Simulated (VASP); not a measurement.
# TaSi2 (P3_1) in VASP: a series of runs, part 2 of 2

VASP 6.6.1.

## 3. Single point, PBEsol (atoms displaced along a vibrational mode)

INCAR

```
SYSTEM = TaSi2
ALGO = Normal
EDIFF = 1E-6
ENCUT = 520
GGA = PS
ISIF = 2
ISMEAR = 0
LASPH = .True.
LCHARG = .False.
LREAL = .False.
LWAVE = .False.
NBANDS = 38
NELM = 60
PREC = Accurate
SIGMA = 0.15
```

KPOINTS

```
k-points
0
Gamma
  12 12 6
  0 0 0
```

POSCAR

```
TaSi2
1.0
    4.7609902391      0.0000000000      0.0000000000
   -2.3804951195      4.1231384942      0.0000000000
    0.0000000000      0.0000000000      6.5561430408
Ta Si
3 6
Direct
    0.4950608408      0.0000000000      0.0004732658
    0.5049391592      0.5049391592      0.6671399325
    0.0000000000      0.4950608408      0.3338065991
    0.1592827538      0.3185655077      0.0310707178
    0.8457998525      0.1643653602      0.6325467609
    0.6814344923      0.8407172462      0.3644040511
    0.8356346398      0.6814344923     -0.0341199057
    0.1592827538      0.8407172462      0.6977373845
    0.3185655077      0.1542001475      0.2992134276
```

Potentials or basis: VASP PAW PBE potentials, release 64 (Ta_pv, Si).

The run is started by

```console
$ cat potpaw_PBE.64/Ta_pv/POTCAR potpaw_PBE.64/Si/POTCAR > POTCAR
$ mpirun -np 1 vasp_std > vasp.out
```

OUTCAR:

```text
SYSTEM = TaSi2
   EDIFF = 1E-6
   ENCUT = 520
   GGA = PS
   ISIF = 2
   ISMEAR = 0
   LASPH = .True.
   LREAL = .False.
   NELM = 60
   PREC = Accurate

 ion  position               nearest neighbor table
   1  0.495  0.000  0.000-   9 2.39   8 2.42   4 2.71   7 2.73   7 2.73   4 2.75   6 2.78   5 2.81
                             4 2.82   7 2.82   2 3.23   2 3.23   3 3.23   3 3.23
   2  0.505  0.505  0.667-   7 2.39   6 2.42   8 2.71   5 2.73   5 2.73   8 2.75   4 2.78   9 2.81
                             8 2.82   5 2.82   1 3.23   1 3.23   3 3.23   3 3.23
   3  0.000  0.495  0.334-   5 2.39   4 2.42   6 2.71   9 2.73   9 2.73   6 2.75   8 2.78   7 2.81
                             6 2.82   9 2.82   1 3.23   1 3.23   2 3.23   2 3.23
   4  0.159  0.319  0.031-   9 2.21   3 2.42   7 2.66   1 2.71   1 2.75   2 2.78   1 2.82   7 2.82
                             7 2.86   5 2.92
   5  0.846  0.164  0.633-   6 2.21   3 2.39   8 2.66   2 2.73   2 2.73   1 2.81   2 2.82   8 2.82
                             8 2.86   4 2.92
   6  0.681  0.841  0.364-   5 2.21   2 2.42   9 2.66   3 2.71   3 2.75   1 2.78   3 2.82   9 2.82
                             9 2.86   7 2.92
   7  0.836  0.681  0.966-   8 2.21   2 2.39   4 2.66   1 2.73   1 2.73   3 2.81   1 2.82   4 2.82
                             4 2.86   6 2.92
   8  0.159  0.841  0.698-   7 2.21   1 2.42   5 2.66   2 2.71   2 2.75   3 2.78   2 2.82   5 2.82
                             5 2.86   9 2.92
   9  0.319  0.154  0.299-   4 2.21   1 2.39   6 2.66   3 2.73   3 2.73   2 2.81   3 2.82   6 2.82
                             6 2.86   8 2.92

  LATTYP: Found a hexagonal cell.
 ALAT       =     4.7609902391
 C/A-ratio  =     1.3770545016

  Lattice vectors:

 A1 = (   4.7609902391,   0.0000000000,   0.0000000000)
 A2 = (  -2.3804951195,   4.1231384942,   0.0000000000)
 A3 = (   0.0000000000,   0.0000000000,   6.5561430408)

Analysis of symmetry for initial positions (statically):
=====================================================================
 Subroutine PRICEL returns:
 Original cell was already a primitive cell.

 Routine SETGRP: Setting up the symmetry group for a
 hexagonal supercell.

 Subroutine GETGRP returns: Found  3 space group operations
 (whereof  1 operations were pure point group operations)
 out of a pool of 24 trial point group operations.

The static configuration has the point symmetry C_1 .
 The point group associated with its full space group is C_3 .

Analysis of symmetry for dynamics (positions and initial velocities):
=====================================================================
 Subroutine PRICEL returns:
 Original cell was already a primitive cell.

 Routine SETGRP: Setting up the symmetry group for a
 hexagonal supercell.

 Subroutine GETGRP returns: Found  3 space group operations
 (whereof  1 operations were pure point group operations)
 out of a pool of 24 trial point group operations.

The dynamic configuration has the point symmetry C_1 .
 The point group associated with its full space group is C_3 .

 Subroutine INISYM returns: Found  3 space group operations
 (whereof  1 operations are pure point group operations),
 and found     1 'primitive' translations

----------------------------------------------------------------------------------------

                                     Primitive cell

  volume of cell :     128.6985

[... 85 lines left out ...]
   number of dos      NEDOS =    301   number of ions     NIONS =      9
   total plane-waves  NPLWV =  64800
   dimension x,y,z NGX =    36 NGY =   36 NGZ =   50
   dimension x,y,z NGXF=    72 NGYF=   72 NGZF=  100
   ions per type =               3   6
   NGX,Y,Z   is equivalent  to a cutoff of  12.57, 12.57, 12.68 a.u.
   NGXF,Y,Z  is equivalent  to a cutoff of  25.14, 25.14, 25.36 a.u.
 SYSTEM =  TaSi2
   PREC   = accura    normal or accurate (medium, high low for compatibility)
   ISTART =      0    job   : 0-new  1-cont  2-samecut
   ICHARG =      2    charge: 1-file 2-atom 10-const
   ISPIN  =      1    spin polarized calculation?
   LNONCOLLINEAR =      F non collinear calculations
   LSORBIT =      F    spin-orbit coupling
   LASPH  =      T    aspherical Exc in radial PAW
   ENCUT  =  520.0 eV  38.22 Ry    6.18 a.u.   8.85  8.85 12.19*2*pi/ulx,y,z
   NELM   =     60;   NELMIN=  2; NELMDL= -5     # of ELM steps
   EDIFF  = 0.1E-05   stopping-criterion for ELM
   LREAL  =      F    real-space projection
   EDIFFG = 0.1E-04   stopping-criterion for IOM
   NSW    =      0    number of steps for IOM
   IBRION =     -1    ionic relax: 0-MD 1-quasi-New 2-CG
   NFREE  =      0    steps in history (QN), initial steepest desc. (CG)
   ISIF   =      2    stress and relaxation
   ISYM   =      2    0-nonsym 1-usesym 2-fastsym
   POTIM  = 0.5000    time-step for ionic-motion
   TEBEG  =    0.0;   TEEND  =   0.0 temperature during run
   PSTRESS=    0.0 pullay stress
   NELECT =      57.0000    total number of electrons
   NUPDOWN=      -1.0000    fix difference up-down
   EMIN   =  10.00;   EMAX   =-10.00  energy-range for DOS
   EFERMI =   0.00;   METHOD = LEGACY
   ISMEAR =     0;   SIGMA  =   0.15  broadening in eV -4-tet -1-fermi 0-gaus
   EFERMI_NEDOS =   21; number of points for ismear=-14 and -15
   IALGO  =     38    algorithm
   IMIX   =      4    mixing-type and parameters
     AMIX     =   0.40;   BMIX     =  1.00
     AMIX_MAG =   1.60;   BMIX_MAG =  1.00
  volume/ion in A,a.u.               =      14.30        96.50
  Fermi-wavevector in a.u.,A,eV,Ry     =   1.247887  2.358164 21.187289  1.557222
  Thomas-Fermi vector in A             =   2.381999
   LORBIT       =      0    0 simple, 1 ext, 2 COOP (PROOUT), +10 PAW based schemes
   GGA     = PS    functional components
   LHFCALC =     F    Hartree Fock is set to
   AEXX    =    0.0000 exact exchange contribution
   IVDW    =     0    specifies the selected vdW correction
   LEPSILON=     F    determine dielectric tensor
   LRPA    =     F    only Hartree local field effects (RPA)
 non-spin polarized calculation
 Gauss-broadening in eV      SIGMA  =   0.15
  energy-cutoff  :      520.00
  volume of cell :      128.70
 maximum number of plane-waves:      3501
   NGX = 17   NGY = 17   NGZ = 25

 number of electron      57.0000000 magnetization

 Free energy of the ion-electron system (eV)
  ---------------------------------------------------
  ext. energy  EPLUGINS =         0.00000000
  ---------------------------------------------------
  free energy    TOTEN  =       -75.00270248 eV

  energy without entropy =      -74.96834424  energy(sigma->0) =      -74.98552336

 E-fermi :   9.4259     XC(G=0): -12.1766

 val. band max:        9.4166013081   @ k =  -0.3333   0.5000   0.0000
 cond. band min:       9.4332953285   @ k =   0.3333   0.1667   0.0000
 fundamental gap:      0.0166940204
 Fermi energy:         9.4259306170

 k-point     1 :       0.0000    0.0000    0.0000
  band No.  band energies     occupation
      1     -24.9490      2.00000
      2     -24.9490      2.00000
      3     -24.9101      2.00000
      4     -24.8677      2.00000
      5     -24.8677      2.00000
      6     -24.7730      2.00000
[... 973 lines left out ...]
     37      12.3930      0.00000
     38      13.1618      0.00000

 [... further k-points ...]

------------------------ aborting loop because EDIFF is reached ----------------------------------------

  FORCE on cell =-STRESS in cart. coord.  units (eV):
  Direction    XX          YY          ZZ          XY          YZ          ZX
  --------------------------------------------------------------------------------------
  -------------------------------------------------------------------------------------
  Total        2.6625393      2.6625393     15.5439379     -0.0000000     -0.0000000      0.0000000
  in kB       33.1461414     33.1461414    193.5075883     -0.0000004     -0.0000000      0.0000000
  external PRESSURE =      86.5999570 kB  Pullay stress =       0.0000000 kB

 VOLUME and BASIS-vectors are now :
 -----------------------------------------------------------------------------
  energy-cutoff  :      520.00
  volume of cell :      128.70
      direct lattice vectors                 reciprocal lattice vectors
     4.760990239  0.000000000  0.000000000     0.210040338  0.121266846  0.000000000
    -2.380495119  4.123138494  0.000000000     0.000000000  0.242533692  0.000000000
     0.000000000  0.000000000  6.556143041     0.000000000  0.000000000  0.152528704

 POSITION                                       TOTAL-FORCE (eV/Angst)
 -----------------------------------------------------------------------------------
      2.35698      0.00000      0.00310         2.311704     -0.092222     -0.371021
      1.20201      2.08193      4.37386        -1.235719     -1.955883     -0.371021
     -1.17849      2.04120      2.18848        -1.075985      2.048106     -0.371021
     -0.00000      1.31349      0.20370        -0.424710      0.373172     -3.748473
      3.63557      0.67770      4.14707        -0.190074      0.164701      4.119493
      1.24298      3.46639      2.38909        -0.110821     -0.554396     -3.748473
      2.35630      2.80965      6.33245        -0.047598     -0.246960      4.119493
     -1.24298      3.46639      4.57447         0.535531      0.181224     -3.748473
      1.14961      0.63579      1.96169         0.237673      0.082258      4.119493
 -----------------------------------------------------------------------------------
    total drift:                                0.000000     -0.000000      0.000016

  FREE ENERGIE OF THE ION-ELECTRON SYSTEM (eV)
  ---------------------------------------------------
  free  energy   TOTEN  =       -75.0027024750 eV

  energy  without entropy=      -74.9683442381  energy(sigma->0) =      -74.98552336
```

Wall time 7.9 min (1 thread of Intel Xeon Platinum 8488C (Sapphire Rapids), shared host); peak memory 0.65 GiB.

What came out:

```
Free energy            : -75.0027 eV
Pressure               : 8.7 GPa
Largest force          : 4.127 eV/Å
Band gap on the k mesh : zero (an odd number of electrons rules out a gap without spin polarisation)
```

Forces in eV/Å, atoms in the order of the input:
```
Ta   2.312 -0.092 -0.371
Ta  -1.236 -1.956 -0.371
Ta  -1.076  2.048 -0.371
Si  -0.425  0.373 -3.748
Si  -0.190  0.165  4.119
Si  -0.111 -0.554 -3.748
Si  -0.048 -0.247  4.119
Si   0.536  0.181 -3.748
Si   0.238  0.082  4.119
```

Stress tensor (GPa, compression positive):
```
 3.31  0.00  0.00
 0.00  3.31  0.00
 0.00  0.00 19.35
```

Caveat: the cell differs from its parent crystal (atoms displaced along a vibrational mode); the cell stands under pressure; the PAW data sets were made with another functional, which shifts forces and pressure a little; spin-orbit coupling is left out, which moves the levels of the heavy elements.
